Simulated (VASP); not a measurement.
# Li (Cc) in VASP: further runs

Runs on Li. Level: PBE. Tasks: relaxation of shape and atoms at fixed volume, single point.

Program: VASP 6.6.1. These are calculated values, not measurements. Logs are shortened: lines on timing, memory, paths and dates and some standing lists are left out, and cuts for length are marked.

**1. The cell of the first run**

The typed cell holds 6 atoms: a = 3.130 Å, b = 3.130 Å, c = 15.106 Å, α = 89.97°, β = 89.97°, γ = 119.77°.

This isn't the form of Li at room conditions, which is bcc.

**2. Relaxation of shape and atoms at fixed volume, PBE (21.41 Å³/atom)**

INCAR reads:

```
SYSTEM = Li
PREC = Accurate
ENCUT = 600
EDIFF = 1E-6
ISMEAR = 0
SIGMA = 0.1
LREAL = .FALSE.
LASPH = .TRUE.
NELM = 60
ALGO = Fast
ISIF = 4
LWAVE = .FALSE.
LCHARG = .FALSE.
GGA = PE
IBRION = 2
NSW = 50
EDIFFG = -0.01
```

KPOINTS reads:

```
Automatic mesh
0
G
  14 14 4
  0 0 0
```

POSCAR reads:

```
Li
1.0
    1.5704848333     -2.7074622279      0.0054724027
    1.5704848333      2.7074622279      0.0054724027
   -0.0367960945      0.0000000000     15.1059006994
Li
6
Direct
    0.0832192262      0.4176929353      0.5002010753
    0.4176929353      0.0832192262      1.0002010753
    0.4190853526      0.0823331715      0.3331440297
    0.7480414530      0.7526457294      0.6666562553
    0.0823331715      0.4190853526      0.8331440297
    0.7526457294      0.7480414530      0.1666562553
```

Potentials or basis: VASP PAW PBE potentials, release 64 (Li_sv).

Launch:

```
$ cat potpaw_PBE.64/Li_sv/POTCAR > POTCAR
$ mpirun -np 1 vasp_std > vasp.out
```

OUTCAR:

```text
SYSTEM = Li
   PREC = Accurate
   ENCUT = 600
   EDIFF = 1E-6
   ISMEAR = 0
   LREAL = .FALSE.
   LASPH = .TRUE.
   NELM = 60
   ISIF = 4
   GGA = PE
   IBRION = 2
   NSW = 50
   EDIFFG = -0.01

 ion  position               nearest neighbor table
   1  0.083  0.418  0.500-
   2  0.418  0.083  0.000-
   3  0.419  0.082  0.333-
   4  0.748  0.753  0.667-
   5  0.082  0.419  0.833-
   6  0.753  0.748  0.167-

  LATTYP: Found a base centered monoclinic cell.
 ALAT       =     3.1409887353
 B/A-ratio  =     1.7239553886
 C/A-ratio  =     4.8092963037
 COS(beta)  =    -0.0010486457

  Lattice vectors:

 A1 = (  -1.5704848333,   2.7074622279,  -0.0054724027)
 A2 = (  -1.5704848333,  -2.7074622279,  -0.0054724027)
 A3 = (  -0.0367960945,   0.0000000000,  15.1059006994)

Analysis of symmetry for initial positions (statically):
=====================================================================
 Subroutine PRICEL returns:
 Original cell was already a primitive cell.

 Routine SETGRP: Setting up the symmetry group for a
 base centered monoclinic supercell.

 Subroutine GETGRP returns: Found  2 space group operations
 (whereof  1 operations were pure point group operations)
 out of a pool of  4 trial point group operations.

The static configuration has the point symmetry C_1 .
 The point group associated with its full space group is C_1h.

Analysis of symmetry for dynamics (positions and initial velocities):
=====================================================================
 Subroutine PRICEL returns:
 Original cell was already a primitive cell.

 Routine SETGRP: Setting up the symmetry group for a
 base centered monoclinic supercell.

 Subroutine GETGRP returns: Found  2 space group operations
 (whereof  1 operations were pure point group operations)
 out of a pool of  4 trial point group operations.

The dynamic configuration has the point symmetry C_1 .
 The point group associated with its full space group is C_1h.

 Subroutine INISYM returns: Found  2 space group operations
 (whereof  1 operations are pure point group operations),
 and found     1 'primitive' translations

----------------------------------------------------------------------------------------

                                     Primitive cell

  volume of cell :     128.4625

  direct lattice vectors                    reciprocal lattice vectors
     1.570484833 -2.707462228  0.005472403     0.318370318 -0.184674783  0.000775510
     1.570484833  2.707462228  0.005472403     0.318370318  0.184674783  0.000775510
    -0.036796095  0.000000000 15.105900699    -0.000230672  0.000000000  0.066198735

  length of vectors
     3.129984708  3.129984708 15.105945515     0.368055752  0.368055752  0.066199137

  position of ions in fractional coordinates (direct lattice)
     0.083219226  0.417692935  0.500201075
     0.417692935  0.083219226  0.000201075
     0.419085353  0.082333171  0.333144030
     0.748041453  0.752645729  0.666656255
     0.082333171  0.419085353  0.833144030
     0.752645729  0.748041453  0.166656255

  ion indices of the primitive-cell ions
   primitive index   ion index
                 1           1
                 2           2
                 3           3
                 4           4
                 5           5
                 6           6

----------------------------------------------------------------------------------------

 KPOINTS: Automatic mesh

Automatic generation of k-mesh.
 Grid dimensions read from file:
 generate k-points for:   14   14    4

 Generating k-lattice:

  Cartesian coordinates                     Fractional coordinates (reciprocal lattice)
     0.022740737 -0.013191056  0.000055394     0.071428571 -0.000000000  0.000000000
     0.022740737  0.013191056  0.000055394    -0.000000000  0.071428571  0.000000000
    -0.000057668  0.000000000  0.016549684     0.000000000  0.000000000  0.250000000

  Length of vectors
     0.026289697  0.026289697  0.016549784

  Shift w.r.t. Gamma in fractional coordinates (k-lattice)
     0.000000000  0.000000000  0.000000000

 Subroutine IBZKPT returns following result:
 ===========================================

 Found    219 irreducible k-points:

 Following reciprocal coordinates:
            Coordinates               Weight
  0.000000  0.000000  0.000000      1.000000
  0.071429 -0.000000  0.000000      4.000000
  0.142857  0.000000 -0.000000      4.000000
  0.214286  0.000000  0.000000      4.000000
  0.285714 -0.000000  0.000000      4.000000
  0.357143  0.000000  0.000000      4.000000
[... 16 lines left out ...]
  0.214286  0.142857  0.000000      4.000000
  0.285714  0.142857  0.000000      4.000000
 [... further k-points ...]
   k-points           NKPTS =    219   k-points in BZ     NKDIM =    219   number of bands    NBANDS=     13
   number of dos      NEDOS =    301   number of ions     NIONS =      6
   total plane-waves  NPLWV =  98784
   dimension x,y,z NGX =    28 NGY =   28 NGZ =  126
   dimension x,y,z NGXF=    56 NGYF=   56 NGZF=  252
   ions per type =               6
   NGX,Y,Z   is equivalent  to a cutoff of  14.87, 14.87, 13.87 a.u.
   NGXF,Y,Z  is equivalent  to a cutoff of  29.74, 29.74, 27.73 a.u.
 SYSTEM =  Li
   PREC   = accura    normal or accurate (medium, high low for compatibility)
   ISTART =      0    job   : 0-new  1-cont  2-samecut
   ICHARG =      2    charge: 1-file 2-atom 10-const
   ISPIN  =      1    spin polarized calculation?
   LNONCOLLINEAR =      F non collinear calculations
   LSORBIT =      F    spin-orbit coupling
   LASPH  =      T    aspherical Exc in radial PAW
   ENCUT  =  600.0 eV  44.10 Ry    6.64 a.u.   6.25  6.25 30.17*2*pi/ulx,y,z
   NELM   =     60;   NELMIN=  2; NELMDL= -5     # of ELM steps
   EDIFF  = 0.1E-05   stopping-criterion for ELM
   LREAL  =      F    real-space projection
   EDIFFG = -.1E-01   stopping-criterion for IOM
   NSW    =     50    number of steps for IOM
   IBRION =      2    ionic relax: 0-MD 1-quasi-New 2-CG
   NFREE  =      1    steps in history (QN), initial steepest desc. (CG)
   ISIF   =      4    stress and relaxation
   ISYM   =      2    0-nonsym 1-usesym 2-fastsym
   POTIM  = 0.5000    time-step for ionic-motion
   TEBEG  =    0.0;   TEEND  =   0.0 temperature during run
   PSTRESS=    0.0 pullay stress
   NELECT =      18.0000    total number of electrons
   NUPDOWN=      -1.0000    fix difference up-down
   EMIN   =  10.00;   EMAX   =-10.00  energy-range for DOS
   EFERMI =   0.00;   METHOD = LEGACY
   ISMEAR =     0;   SIGMA  =   0.10  broadening in eV -4-tet -1-fermi 0-gaus
   EFERMI_NEDOS =   21; number of points for ismear=-14 and -15
   IALGO  =     68    algorithm
   IMIX   =      4    mixing-type and parameters
     AMIX     =   0.40;   BMIX     =  1.00
     AMIX_MAG =   1.60;   BMIX_MAG =  1.00
  volume/ion in A,a.u.               =      21.41       144.48
  Fermi-wavevector in a.u.,A,eV,Ry     =   0.850303  1.606839  9.837210  0.723015
  Thomas-Fermi vector in A             =   1.966259
   LORBIT       =      0    0 simple, 1 ext, 2 COOP (PROOUT), +10 PAW based schemes
   GGA     = PE    functional components
   LHFCALC =     F    Hartree Fock is set to
   AEXX    =    0.0000 exact exchange contribution
   IVDW    =     0    specifies the selected vdW correction
   LEPSILON=     F    determine dielectric tensor
   LRPA    =     F    only Hartree local field effects (RPA)
 conjugate gradient relaxation of ions
 non-spin polarized calculation
 RMM-DIIS sequential band-by-band and
 Gauss-broadening in eV      SIGMA  =   0.10
  energy-cutoff  :      600.00
  volume of cell :      128.46
 maximum number of plane-waves:      4325
 NGX is ok and might be reduce to    28
   NGX = 13   NGY = 13   NGZ = 61

 number of electron      17.9999985 magnetization

 Free energy of the ion-electron system (eV)
  ---------------------------------------------------
  ext. energy  EPLUGINS =         0.00000000
  ---------------------------------------------------
  free energy    TOTEN  =       -11.43352371 eV

  energy without entropy =      -11.41860576  energy(sigma->0) =      -11.42606474

 E-fermi :   0.4720     XC(G=0):  -6.9127

 val. band max:        0.4655748326   @ k =   0.3571   0.1429   0.0000
 cond. band min:       0.4723848218   @ k =   0.5000   0.4286   0.2500
 fundamental gap:      0.0068099892
 Fermi energy:         0.4719812881

 k-point     1 :       0.0000    0.0000    0.0000
  band No.  band energies     occupation
      1     -46.1470      2.00000
      2     -46.1446      2.00000
      3     -46.1413      2.00000
      4     -46.1371      2.00000
      5     -46.1321      2.00000
      6     -46.1301      2.00000
      7      -3.0141      2.00000
      8      -2.5178      2.00000
      9      -2.5157      2.00000
     10      -1.0488      2.00000
     11      -1.0488      2.00000
     12       0.5672      0.17800
     13       3.3517      0.00000

 k-point     2 :       0.0714   -0.0000    0.0000
  band No.  band energies     occupation
      1     -46.1463      2.00000
      2     -46.1441      2.00000
      3     -46.1408      2.00000
      4     -46.1367      2.00000
      5     -46.1317      2.00000
      6     -46.1298      2.00000
      7      -2.9356      2.00000
      8      -2.4387      2.00000
      9      -2.4364      2.00000
     10      -0.9661      2.00000
     11      -0.9647      2.00000
     12       0.6689      0.00535
     13       3.3845      0.00000
[... 321 lines left out ...]
 k-point    23 :       0.2143    0.1429    0.0000
  band No.  band energies     occupation
      1     -46.1381      2.00000
      2     -46.1369      2.00000
      3     -46.1342      2.00000
      4     -46.1323      2.00000
      5     -46.1271      2.00000
      6     -46.1264      2.00000
      7      -1.5215      2.00000
      8      -1.0252      2.00000
      9      -1.0197      2.00000
     10       0.4780      0.93215
     11       0.4851      0.85244
     12       2.4798      0.00000
     13       3.7256      0.00000

 k-point    24 :       0.2857    0.1429    0.0000
  band No.  band energies     occupation
      1     -46.1355      2.00000
      2     -46.1347      2.00000
      3     -46.1324      2.00000
      4     -46.1313      2.00000
      5     -46.1259      2.00000
      6     -46.1255      2.00000
      7      -0.8172      2.00000
      8      -0.3344      2.00000
      9      -0.3268      2.00000
     10       1.1268      0.00000
     11       1.1389      0.00000
     12       3.3504      0.00000
     13       3.3856      0.00000

 [... further k-points ...]

------------------------ aborting loop because EDIFF is reached ----------------------------------------

  FORCE on cell =-STRESS in cart. coord.  units (eV):
  Direction    XX          YY          ZZ          XY          YZ          ZX
  --------------------------------------------------------------------------------------
  -------------------------------------------------------------------------------------
  Total       -0.7113652     -0.6729061     -0.6348833      0.0000000      0.0000000     -0.0029614
  in kB       -8.8721064     -8.3924465     -7.9182279      0.0000000      0.0000000     -0.0369342
  external PRESSURE =      -8.3942603 kB  Pullay stress =       0.0000000 kB

 VOLUME and BASIS-vectors are now :
 -----------------------------------------------------------------------------
  energy-cutoff  :      600.00
  volume of cell :      128.46
      direct lattice vectors                 reciprocal lattice vectors
     1.570484833 -2.707462228  0.005472403     0.318370318 -0.184674783  0.000775510
     1.570484833  2.707462228  0.005472403     0.318370318  0.184674783  0.000775510
    -0.036796095  0.000000000 15.105900699    -0.000230672  0.000000000  0.066198735

 POSITION                                       TOTAL-FORCE (eV/Angst)
 -----------------------------------------------------------------------------------
      0.76827      0.90557      7.55873         0.000084     -0.000367     -0.005376
      0.78667     -0.90557      0.00578         0.000084      0.000367     -0.005376
      0.77521     -0.91174      5.03518        -0.000288      0.001017      0.005099
      2.33228      0.01247     10.07866         0.000204      0.001428      0.000276
      0.75681      0.91174     12.58813        -0.000288     -0.001017      0.005099
      2.35067     -0.01247      2.52571         0.000204     -0.001428      0.000276
 -----------------------------------------------------------------------------------
    total drift:                               -0.000185     -0.000000     -0.000021

  FREE ENERGIE OF THE ION-ELECTRON SYSTEM (eV)
  ---------------------------------------------------
  free  energy   TOTEN  =       -11.4335237095 eV

  energy  without entropy=      -11.4186057611  energy(sigma->0) =      -11.42606474

 reached required accuracy - stopping structural energy minimisation
```

Wall time 18 min (1 thread of Intel Xeon 8259CL, shared host); peak memory 0.51 GiB.

Results:

```yaml
Free_energy: -11.4335 eV
Pressure_after_relaxing: -0.8 GPa
Largest_force_after_relaxing: 0.005 eV/Å
Band_gap_on_the_k_mesh: zero (bands 9 and 10 overlap by 3.92 eV)
```

Forces in eV/Å, atoms in the order of the input:
```
Li   0.000  0.000 -0.005
Li   0.000  0.000 -0.005
Li   0.000  0.001  0.005
Li   0.000  0.001  0.000
Li   0.000 -0.001  0.005
Li   0.000 -0.001  0.000
```

Final structure:
```yaml
crystal:
  lattice:
    - [1.57048, -2.70746, 0.00547]
    - [1.57048, 2.70746, 0.00547]
    - [-0.03680, 0.00000, 15.10590]
  atoms:
    - { symbol: Li, position: [0.08322, 0.41769, 0.50020] }
    - { symbol: Li, position: [0.41769, 0.08322, 0.00020] }
    - { symbol: Li, position: [0.41909, 0.08233, 0.33314] }
    - { symbol: Li, position: [0.74804, 0.75265, 0.66666] }
    - { symbol: Li, position: [0.08233, 0.41909, 0.83314] }
    - { symbol: Li, position: [0.75265, 0.74804, 0.16666] }
```

Levels at points of the mesh, in eV from the Fermi level:
```
           k point  band 5  band 6  band 7  band 8  band 9  band 10  band 11  band 12  band 13
(0.00, 0.00, 0.00)  -46.60  -46.60   -3.49   -2.99   -2.99    -1.52    -1.52     0.10     2.88
(0.50, 0.00, 0.00)  -46.60  -46.60   -0.05    0.17    0.27     0.75     0.96     1.25     3.13
(0.50, 0.50, 0.00)  -46.60  -46.60   -0.04    0.20    0.28     0.79     1.01     1.30     3.14
(0.00, 0.00, 0.50)  -46.60  -46.60   -3.36   -3.36   -2.37    -2.37    -0.53    -0.53     3.79
(0.50, 0.00, 0.50)  -46.60  -46.60    0.01    0.02    0.50     0.51     1.15     1.15     3.05
(0.50, 0.50, 0.50)  -46.60  -46.60    0.03    0.03    0.54     0.54     1.20     1.20     3.07
```

Caveat: the cutoff is under 1.25 times the usual one of these potentials, so pressure, stress and relaxed cells hold a basis-set (Pulay) error; the relaxation stopped at its first step, so nothing moved.

(Continued in part 2 of 2.)
